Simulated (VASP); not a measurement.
# Pb (P6_3/mmc) in VASP: a series of runs

Runs on Pb. Level: PBE. Tasks: single point.

Everything below comes from runs of VASP 6.6.1. Logs are shortened: lines on timing, memory, paths and dates and some standing lists are left out, and cuts for length are marked.

### Step 1. The cell of the first run

The structure is hexagonal, space group P6_3/mmc (No. 194). Conventional cell: a = 3.410 Å, b = 3.410 Å, c = 5.477 Å, α = 90.00°, β = 90.00°, γ = 120.00°. Within 4.4 Å of Pb (site symmetry -6m2) lie 12 Pb at 3.37 to 3.41 Å.

This isn't the form of Pb at room conditions, which is fcc.

### Step 2. Single point, PBE (27.57 Å³/atom)

Contents of INCAR:

```
SYSTEM = Pb
ALGO = Normal ; EDIFF = 1E-7
ENCUT = 520 ; GGA = PE
ISIF = 2 ; ISMEAR = -1
LASPH = .TRUE. ; LCHARG = .TRUE.
LELF = .TRUE. ; LREAL = .FALSE.
LVHAR = .TRUE. ; LWAVE = .FALSE.
NBANDS = 21 ; NELM = 60
PREC = Accurate ; SIGMA = 0.08
```

Contents of KPOINTS:

```
k-points
0
G
  14 14 8
  0 0 0
```

Contents of POSCAR:

```
Pb
1.0
    3.4095646533      0.0000000000      0.0000000000
   -1.7047823266      2.9527696056      0.0000000000
    0.0000000000      0.0000000000      5.4768570775
Pb
2
Direct
    0.3333333333      0.6666666667      0.2500000000
    0.6666666667      0.3333333333      0.7500000000
```

Potentials or basis: VASP PAW PBE potentials, release 64 (Pb_d).

Run with:

```sh
$ cat potpaw_PBE.64/Pb_d/POTCAR > POTCAR
$ mpirun -np 1 vasp_std > vasp.out
```

OUTCAR:

```text
SYSTEM = Pb
   EDIFF = 1E-7
   ENCUT = 520
   GGA = PE
   ISIF = 2
   ISMEAR = -1
   LASPH = .TRUE.
   LREAL = .FALSE.
   NELM = 60
   PREC = Accurate

 ion  position               nearest neighbor table
   1  0.333  0.667  0.250-   2 3.37   2 3.37   2 3.37   2 3.37   2 3.37   2 3.37
   2  0.667  0.333  0.750-   1 3.37   1 3.37   1 3.37   1 3.37   1 3.37   1 3.37

  LATTYP: Found a hexagonal cell.
 ALAT       =     3.4095646533
 C/A-ratio  =     1.6063215203

  Lattice vectors:

 A1 = (   3.4095646533,   0.0000000000,   0.0000000000)
 A2 = (  -1.7047823266,   2.9527696056,   0.0000000000)
 A3 = (   0.0000000000,   0.0000000000,   5.4768570775)

Analysis of symmetry for initial positions (statically):
=====================================================================
 Subroutine PRICEL returns:
 Original cell was already a primitive cell.

 Routine SETGRP: Setting up the symmetry group for a
 hexagonal supercell.

 Subroutine GETGRP returns: Found 24 space group operations
 (whereof 12 operations were pure point group operations)
 out of a pool of 24 trial point group operations.

The static configuration has the point symmetry D_3d.
 The point group associated with its full space group is D_6h.

Analysis of symmetry for dynamics (positions and initial velocities):
=====================================================================
 Subroutine PRICEL returns:
 Original cell was already a primitive cell.

 Routine SETGRP: Setting up the symmetry group for a
 hexagonal supercell.

 Subroutine GETGRP returns: Found 24 space group operations
 (whereof 12 operations were pure point group operations)
 out of a pool of 24 trial point group operations.

The dynamic configuration has the point symmetry D_3d.
 The point group associated with its full space group is D_6h.

 Subroutine INISYM returns: Found 24 space group operations
 (whereof 12 operations are pure point group operations),
 and found     1 'primitive' translations

----------------------------------------------------------------------------------------

                                     Primitive cell

  volume of cell :      55.1391

  direct lattice vectors                    reciprocal lattice vectors
     3.409564653  0.000000000  0.000000000     0.293292576  0.169332548  0.000000000
    -1.704782327  2.952769606  0.000000000     0.000000000  0.338665095  0.000000000
     0.000000000  0.000000000  5.476857078     0.000000000  0.000000000  0.182586470

  length of vectors
     3.409564653  3.409564653  5.476857078     0.338665095  0.338665095  0.182586470

  position of ions in fractional coordinates (direct lattice)
     0.333333333  0.666666667  0.250000000
     0.666666667  0.333333333  0.750000000

  ion indices of the primitive-cell ions
   primitive index   ion index
                 1           1
                 2           2

----------------------------------------------------------------------------------------

 KPOINTS: k-points

Automatic generation of k-mesh.
 Grid dimensions read from file:
 generate k-points for:   14   14    8

 Generating k-lattice:

  Cartesian coordinates                     Fractional coordinates (reciprocal lattice)
     0.020949470  0.012095182  0.000000000     0.071428571 -0.000000000  0.000000000
     0.000000000  0.024190364  0.000000000     0.000000000  0.071428571  0.000000000
     0.000000000  0.000000000  0.022823309     0.000000000  0.000000000  0.125000000

  Length of vectors
     0.024190364  0.024190364  0.022823309

  Shift w.r.t. Gamma in fractional coordinates (k-lattice)
     0.000000000  0.000000000  0.000000000

 Subroutine IBZKPT returns following result:
 ===========================================

 Found    120 irreducible k-points:

 Following reciprocal coordinates:
            Coordinates               Weight
  0.000000  0.000000  0.000000      1.000000
  0.071429  0.000000  0.000000      6.000000
  0.142857  0.000000  0.000000      6.000000
  0.214286  0.000000  0.000000      6.000000
  0.285714  0.000000  0.000000      6.000000
  0.357143  0.000000  0.000000      6.000000
[... 16 lines left out ...]
  0.285714  0.285714  0.000000      6.000000
  0.357143  0.285714  0.000000      6.000000
 [... further k-points ...]
   k-points           NKPTS =    120   k-points in BZ     NKDIM =    120   number of bands    NBANDS=     21
   number of dos      NEDOS =    301   number of ions     NIONS =      2
   total plane-waves  NPLWV =  32928
   dimension x,y,z NGX =    28 NGY =   28 NGZ =   42
   dimension x,y,z NGXF=    56 NGYF=   56 NGZF=   84
   ions per type =               2
   NGX,Y,Z   is equivalent  to a cutoff of  13.65, 13.65, 12.75 a.u.
   NGXF,Y,Z  is equivalent  to a cutoff of  27.30, 27.30, 25.50 a.u.
 SYSTEM =  Pb
   PREC   = accura    normal or accurate (medium, high low for compatibility)
   ISTART =      0    job   : 0-new  1-cont  2-samecut
   ICHARG =      2    charge: 1-file 2-atom 10-const
   ISPIN  =      1    spin polarized calculation?
   LNONCOLLINEAR =      F non collinear calculations
   LSORBIT =      F    spin-orbit coupling
   LASPH  =      T    aspherical Exc in radial PAW
   ENCUT  =  520.0 eV  38.22 Ry    6.18 a.u.   6.34  6.34 10.18*2*pi/ulx,y,z
   NELM   =     60;   NELMIN=  2; NELMDL= -5     # of ELM steps
   EDIFF  = 0.1E-06   stopping-criterion for ELM
   LREAL  =      F    real-space projection
   EDIFFG = 0.1E-05   stopping-criterion for IOM
   NSW    =      0    number of steps for IOM
   IBRION =     -1    ionic relax: 0-MD 1-quasi-New 2-CG
   NFREE  =      0    steps in history (QN), initial steepest desc. (CG)
   ISIF   =      2    stress and relaxation
   ISYM   =      2    0-nonsym 1-usesym 2-fastsym
   POTIM  = 0.5000    time-step for ionic-motion
   TEBEG  =    0.0;   TEEND  =   0.0 temperature during run
   PSTRESS=    0.0 pullay stress
   NELECT =      28.0000    total number of electrons
   NUPDOWN=      -1.0000    fix difference up-down
   EMIN   =  10.00;   EMAX   =-10.00  energy-range for DOS
   EFERMI =   0.00;   METHOD = LEGACY
   ISMEAR =    -1;   SIGMA  =   0.08  broadening in eV -4-tet -1-fermi 0-gaus
   EFERMI_NEDOS =   21; number of points for ismear=-14 and -15
   IALGO  =     38    algorithm
   IMIX   =      4    mixing-type and parameters
     AMIX     =   0.40;   BMIX     =  1.00
     AMIX_MAG =   1.60;   BMIX_MAG =  1.00
  volume/ion in A,a.u.               =      27.57       186.05
  Fermi-wavevector in a.u.,A,eV,Ry     =   1.306093  2.468158 23.209903  1.705880
  Thomas-Fermi vector in A             =   2.436918
   LORBIT       =      0    0 simple, 1 ext, 2 COOP (PROOUT), +10 PAW based schemes
   GGA     = PE    functional components
   LHFCALC =     F    Hartree Fock is set to
   AEXX    =    0.0000 exact exchange contribution
   IVDW    =     0    specifies the selected vdW correction
   LEPSILON=     F    determine dielectric tensor
   LRPA    =     F    only Hartree local field effects (RPA)
 non-spin polarized calculation
  energy-cutoff  :      520.00
  volume of cell :       55.14
 maximum number of plane-waves:      1508
 NGX is ok and might be reduce to    28
   NGX = 13   NGY = 13   NGZ = 21

 number of electron      27.9999996 magnetization

 Free energy of the ion-electron system (eV)
  ---------------------------------------------------
  ext. energy  EPLUGINS =         0.00000000
  ---------------------------------------------------
  free energy    TOTEN  =        -6.91426618 eV

  energy without entropy =       -6.89147995  energy(sigma->0) =       -6.90287306

 E-fermi :   8.3722     XC(G=0): -10.6528

 val. band max:        8.3514416187   @ k =   0.2143   0.0714   0.1250
 cond. band min:       8.3820102135   @ k =   0.2143   0.1429   0.3750
 fundamental gap:      0.0305685949
 Fermi energy:         8.3721549143

 k-point     1 :       0.0000    0.0000    0.0000
  band No.  band energies     occupation
      1      -8.8222      2.00000
      2      -8.7512      2.00000
      3      -8.7374      2.00000
      4      -8.7374      2.00000
      5      -8.7065      2.00000
      6      -8.7065      2.00000
[... 13 lines left out ...]
     20      17.5326      0.00000
     21      20.0715      0.00000

 k-point     2 :       0.0714    0.0000    0.0000
  band No.  band energies     occupation
      1      -8.8162      2.00000
      2      -8.7643      2.00000
      3      -8.7221      2.00000
      4      -8.7186      2.00000
      5      -8.7039      2.00000
      6      -8.6920      2.00000
[... 13 lines left out ...]
     20      18.1629      0.00000
     21      19.6051      0.00000

 k-point     3 :       0.1429    0.0000    0.0000
  band No.  band energies     occupation
      1      -8.8242      2.00000
      2      -8.7601      2.00000
      3      -8.7084      2.00000
      4      -8.6849      2.00000
      5      -8.6793      2.00000
      6      -8.6785      2.00000
[... 13 lines left out ...]
     20      18.9508      0.00000
     21      19.1302      0.00000

 k-point     4 :       0.2143    0.0000    0.0000
  band No.  band energies     occupation
      1      -8.8583      2.00000
      2      -8.7436      2.00000
      3      -8.7197      2.00000
      4      -8.7014      2.00000
      5      -8.6962      2.00000
      6      -8.6172      2.00000
[... 13 lines left out ...]
     20      18.3654      0.00000
     21      19.5159      0.00000

 k-point     5 :       0.2857    0.0000    0.0000
  band No.  band energies     occupation
      1      -8.8973      2.00000
      2      -8.7622      2.00000
      3      -8.7513      2.00000
      4      -8.7251      2.00000
      5      -8.6600      2.00000
      6      -8.5479      2.00000
[... 13 lines left out ...]
     20      17.7324      0.00000
     21      19.5132      0.00000
[... 382 lines left out ...]
     20      19.2604      0.00000
     21      21.4933      0.00000

 k-point    22 :       0.3571    0.2143    0.0000
  band No.  band energies     occupation
      1      -8.8784      2.00000
      2      -8.8221      2.00000
      3      -8.7153      2.00000
      4      -8.7019      2.00000
      5      -8.6251      2.00000
      6      -8.5876      2.00000
[... 13 lines left out ...]
     20      19.1348      0.00000
     21      22.9561      0.00000

 k-point    23 :       0.2857    0.2857    0.0000
  band No.  band energies     occupation
      1      -8.8830      2.00000
      2      -8.7451      2.00000
      3      -8.7389      2.00000
      4      -8.7036      2.00000
      5      -8.6334      2.00000
      6      -8.5719      2.00000
[... 13 lines left out ...]
     20      21.2284      0.00000
     21      21.3434      0.00000

 k-point    24 :       0.3571    0.2857    0.0000
  band No.  band energies     occupation
      1      -8.8913      2.00000
      2      -8.7439      2.00000
      3      -8.6934      2.00000
      4      -8.6880      2.00000
      5      -8.6520      2.00000
      6      -8.6107      2.00000
[... 13 lines left out ...]
     20      21.2170      0.00000
     21      23.2159      0.00000

 [... further k-points ...]

------------------------ aborting loop because EDIFF is reached ----------------------------------------

  FORCE on cell =-STRESS in cart. coord.  units (eV):
  Direction    XX          YY          ZZ          XY          YZ          ZX
  --------------------------------------------------------------------------------------
  -------------------------------------------------------------------------------------
  Total        2.4769054      2.4769054      3.3541685      0.0000000      0.0000000     -0.0000000
  in kB       71.9714263     71.9714263     97.4620539      0.0000000      0.0000000     -0.0000000
  external PRESSURE =      80.4683022 kB  Pullay stress =       0.0000000 kB

 VOLUME and BASIS-vectors are now :
 -----------------------------------------------------------------------------
  energy-cutoff  :      520.00
  volume of cell :       55.14
      direct lattice vectors                 reciprocal lattice vectors
     3.409564653  0.000000000  0.000000000     0.293292576  0.169332548  0.000000000
    -1.704782327  2.952769606  0.000000000     0.000000000  0.338665095  0.000000000
     0.000000000  0.000000000  5.476857078     0.000000000  0.000000000  0.182586470

 POSITION                                       TOTAL-FORCE (eV/Angst)
 -----------------------------------------------------------------------------------
     -0.00000      1.96851      1.36921         0.000000      0.000000      0.000000
      1.70478      0.98426      4.10764        -0.000000     -0.000000      0.000000
 -----------------------------------------------------------------------------------
    total drift:                               -0.000000      0.000000      0.000000

  FREE ENERGIE OF THE ION-ELECTRON SYSTEM (eV)
  ---------------------------------------------------
  free  energy   TOTEN  =        -6.9142661787 eV

  energy  without entropy=       -6.8914799495  energy(sigma->0) =       -6.90287306
```

Wall time 46 s (1 thread of Intel Xeon 6975P-C (Granite Rapids), shared host); peak memory 0.25 GiB.

Results:

| Property | Result |
| --- | --- |
| Free energy | -6.9143 eV |
| Pressure | 8.0 GPa |
| Band gap on the k mesh | zero (bands 14 and 15 overlap by 7.94 eV) |

Stress tensor (GPa, compression positive):
```
7.20 0.00 0.00
0.00 7.20 0.00
0.00 0.00 9.75
```

Levels at points of the mesh, in eV from the Fermi level:
| k point | band 11 | band 12 | band 13 | band 14 | band 15 | band 16 | band 17 | band 18 |
| --- | --- | --- | --- | --- | --- | --- | --- | --- |
| (0.00, 0.00, 0.00) | -12.42 | -8.04 | -4.62 | 5.94 | 5.94 | 7.99 | 7.99 | 8.72 |
| (0.50, 0.00, 0.00) | -8.52 | -7.21 | -2.96 | -1.49 | -0.60 | 1.84 | 2.04 | 6.16 |
| (0.00, 0.00, 0.50) | -11.04 | -11.04 | 1.16 | 1.16 | 6.92 | 6.92 | 6.92 | 6.92 |
| (0.50, 0.00, 0.50) | -7.56 | -7.56 | -4.09 | -4.09 | 3.62 | 3.62 | 4.03 | 4.03 |

Caveat: the cell stands under pressure; spin-orbit coupling is left out, which moves the levels of the heavy elements.

### Step 3. Single point, PBE (28.73 Å³/atom)

This run uses another cell than the first one, of 28.73 Å³/atom.

Contents of INCAR:

```
PREC = Accurate ; ENCUT = 520
EDIFF = 1E-6 ; ISMEAR = -1
SIGMA = 0.08 ; LREAL = False
LASPH = True ; NELM = 100
ALGO = Normal ; ISIF = 2
LWAVE = False ; LCHARG = False
GGA = PE ; NBANDS = 21
```

Contents of KPOINTS:

```
Automatic mesh
0
Gamma
  14 14 8
```

Contents of POSCAR:

```
Pb
1.0
    3.4566442775      0.0000000000      0.0000000000
   -1.7283221388      2.9935417561      0.0000000000
    0.0000000000      0.0000000000      5.5524820910
Pb
2
Direct
    0.3333333333      0.6666666667      0.2500000000
    0.6666666667      0.3333333333      0.7500000000
```

Potentials or basis: VASP PAW PBE potentials, release 64 (Pb_d).

Run with:

```sh
$ cat potpaw_PBE.64/Pb_d/POTCAR > POTCAR
$ mpirun -np 1 vasp_std > vasp.out
```

OUTCAR:

```text
PREC = Accurate
   ENCUT = 520
   EDIFF = 1E-6
   ISMEAR = -1
   LREAL = False
   LASPH = True
   NELM = 100
   ISIF = 2
   GGA = PE

 ion  position               nearest neighbor table
   1  0.333  0.667  0.250-   2 3.42   2 3.42   2 3.42   2 3.42   2 3.42   2 3.42
   2  0.667  0.333  0.750-   1 3.42   1 3.42   1 3.42   1 3.42   1 3.42   1 3.42

  LATTYP: Found a hexagonal cell.
 ALAT       =     3.4566442775
 C/A-ratio  =     1.6063215203

  Lattice vectors:

[... 763 lines left out ...]
 [... further k-points ...]

------------------------ aborting loop because EDIFF is reached ----------------------------------------

  FORCE on cell =-STRESS in cart. coord.  units (eV):
  Direction    XX          YY          ZZ          XY          YZ          ZX
  --------------------------------------------------------------------------------------
  -------------------------------------------------------------------------------------
  Total        1.6164460      1.6164460      2.3718105     -0.0000000      0.0000000      0.0000000
  in kB       45.0759199     45.0759199     66.1398798     -0.0000000      0.0000000      0.0000000
  external PRESSURE =      52.0972399 kB  Pullay stress =       0.0000000 kB

 VOLUME and BASIS-vectors are now :
 -----------------------------------------------------------------------------
  energy-cutoff  :      520.00
  volume of cell :       57.45
      direct lattice vectors                 reciprocal lattice vectors
     3.456644278  0.000000000  0.000000000     0.289297920  0.167026232  0.000000000
    -1.728322139  2.993541756  0.000000000     0.000000000  0.334052464  0.000000000
     0.000000000  0.000000000  5.552482091     0.000000000  0.000000000  0.180099635

 POSITION                                       TOTAL-FORCE (eV/Angst)
 -----------------------------------------------------------------------------------
     -0.00000      1.99569      1.38812        -0.000000      0.000000      0.000000
      1.72832      0.99785      4.16436         0.000000     -0.000000      0.000000
 -----------------------------------------------------------------------------------
    total drift:                               -0.000000      0.000000      0.000000

  FREE ENERGIE OF THE ION-ELECTRON SYSTEM (eV)
  ---------------------------------------------------
  free  energy   TOTEN  =        -7.0106843868 eV

  energy  without entropy=       -6.9866775136  energy(sigma->0) =       -6.99868095
```

stdout:

```text
POSCAR found type information on POSCAR Pb
 POSCAR found :  1 types and       2 ions
 scaLAPACK will be used
 LDA part: xc-table for (Slater+PW92), standard interpolation
 POSCAR, INCAR and KPOINTS ok, starting setup
 FFT: planning ... GRIDC
 FFT: planning ... GRID_SOFT
 FFT: planning ... GRID
 WAVECAR not read
 entering main loop
```

Wall time 48 s (1 thread of Intel Xeon 6975P-C (Granite Rapids), shared host); peak memory 0.25 GiB.

Results:

- Free energy: -7.0107 eV
- Pressure: 5.2 GPa
- Band gap on the k mesh: zero (bands 14 and 15 overlap by 7.59 eV)

Levels at points of the mesh, in eV from the Fermi level:
```tsv
k point	band 11	band 12	band 13	band 14	band 15	band 16	band 17	band 18
(0.00, 0.00, 0.00)	-12.11	-8.00	-4.40	5.71	5.71	7.66	7.66	8.35
(0.50, 0.00, 0.00)	-8.44	-7.16	-2.91	-1.43	-0.54	1.81	2.00	5.92
(0.00, 0.00, 0.50)	-10.80	-10.80	1.08	1.08	6.64	6.64	6.64	6.64
(0.50, 0.00, 0.50)	-7.55	-7.55	-3.90	-3.90	3.51	3.51	3.86	3.86
```

Caveat: the cell stands under pressure; spin-orbit coupling is left out, which moves the levels of the heavy elements.

### Step 4. Single point, PBE (29.90 Å³/atom)

This run uses another cell than the first one, of 29.90 Å³/atom.

Contents of INCAR:

```
SYSTEM = Pb
PREC = Accurate ; ENCUT = 520
EDIFF = 1E-6 ; ISMEAR = -1
SIGMA = 0.08 ; LREAL = .False.
LASPH = .True. ; NELM = 60
ALGO = Normal ; ISIF = 2
LWAVE = .False. ; LCHARG = .False.
GGA = PE ; NBANDS = 21
```

Contents of KPOINTS:

```
Automatic mesh
0
Gamma
  14 14 8
  0 0 0
```

Contents of POSCAR:

```
Pb
1.0
    3.5030477244      0.0000000000      0.0000000000
   -1.7515238622      3.0337283200      0.0000000000
    0.0000000000      0.0000000000      5.6270209464
Pb
2
Direct
    0.3333333333      0.6666666667      0.2500000000
    0.6666666667      0.3333333333      0.7500000000
```

Run with:

```sh
$ cat potpaw_PBE.64/Pb_d/POTCAR > POTCAR
$ mpirun -np 1 vasp_std > vasp.out
```

It took 41 s on 1 thread of Intel Xeon 6975P-C (Granite Rapids), shared host; peak memory 0.25 GiB.

The run converged. Its results:

* Free energy: -7.0708 eV
* Pressure: 2.9 GPa
* Band gap on the k mesh: zero (bands 14 and 15 overlap by 7.27 eV)

Stress tensor (GPa, compression positive):
```
2.33 0.00 0.00
0.00 2.33 0.00
0.00 0.00 4.06
```

Levels at points of the mesh, in eV from the Fermi level:
```tsv
k point	band 12	band 13	band 14	band 15	band 16	band 17
(0.00, 0.00, 0.00)	-7.97	-4.20	5.49	5.49	7.35	7.35
(0.50, 0.00, 0.00)	-7.13	-2.86	-1.37	-0.49	1.79	1.97
(0.00, 0.00, 0.50)	-10.57	1.00	1.00	6.38	6.38	6.38
(0.50, 0.00, 0.50)	-7.54	-3.72	-3.72	3.40	3.40	3.71
```

Caveat: spin-orbit coupling is left out, which moves the levels of the heavy elements.

### Step 5. Overview

```tsv
cell	gap on the mesh (eV)	pressure (GPa)
a = 3.410, b = 3.410, c = 5.477 Å, angles 90.0, 90.0, 120.0°, 2 atoms	none	8.0
a = 3.457, b = 3.457, c = 5.552 Å, angles 90.0, 90.0, 120.0°, 2 atoms	none	5.2
a = 3.503, b = 3.503, c = 5.627 Å, angles 90.0, 90.0, 120.0°, 2 atoms	none	2.9
```

Alike in all rows: task single point; level PBE; potentials or basis VASP PAW PBE potentials, release 64 (Pb_d); no spin polarisation; k mesh 14 × 14 × 8; cutoff (eV) 520; smearing fermi-dirac 0.08 eV.

Caveats: spin-orbit coupling is left out, which moves the levels of the heavy elements; the cell stands under pressure (at least some runs).

Absolute energies hang on the potentials; compare differences alone.

The gap in the log of VASP goes by the Fermi energy; the results here count the filled bands.